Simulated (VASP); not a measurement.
## Be2C: elastic constants with LDA

The system is Be2C.

```
Be C
1.0
     0.00000    2.13415    2.13415
     2.13415    0.00000    2.13415
     2.13415    2.13415    0.00000
Be C
2 1
Direct
  0.25000 0.25000 0.25000
  0.75000 0.75000 0.75000
  0.00000 0.00000 0.00000
```

| Property | Result |
| --- | --- |
| Program | VASP 6.6.1 |
| Task | elastic constants |
| Functional | LDA |
| Potentials or basis | VASP PAW LDA potentials, release 64 (Be, C) |
| Cutoff | 600 eV |
| k mesh | 10 × 10 × 10 |
| Occupations | gaussian, width 0.01 eV |
| Spin | no spin polarisation |
| Dipole correction | no |
| Ions in elastic constants | relaxed |
| Further INCAR settings | ALGO = Normal; EDIFF = 1e-08; IBRION = 6; POTIM = 0.015; NSW = 1; ISIF = 3 |

```
Elastic constants C11, C12, C44 : 607, 22, 225 GPa
Voigt bulk modulus              : 217 GPa
Highest phonon frequency at Γ   : 722 cm⁻¹
```

Phonon frequencies in cm⁻¹ (negative: imaginary):
```
              q point                    frequencies
(0.000, 0.000, 0.000)  0 0 0 673 673 673 722 722 722
```

Elastic tensor in Voigt notation (GPa, in the Cartesian axes of the cell as first typed):
```
607  22  22   0   0   0
 22 607  22   0   0   0
 22  22 607   0   0   0
  0   0   0 225   0   0
  0   0   0   0 225   0
  0   0   0   0   0 225
```

Clamped-ion elastic tensor (GPa):
```
607  22  22   0   0   0
 22 607  22   0   0   0
 22  22 607   0   0   0
  0   0   0 227   0   0
  0   0   0   0 227   0
  0   0   0   0   0 227
```

Run time: 110 s on 1 thread of Intel(R) Xeon(R) Platinum 8559C (Emerald Rapids), on a shared host, peak memory 0.22 GiB.
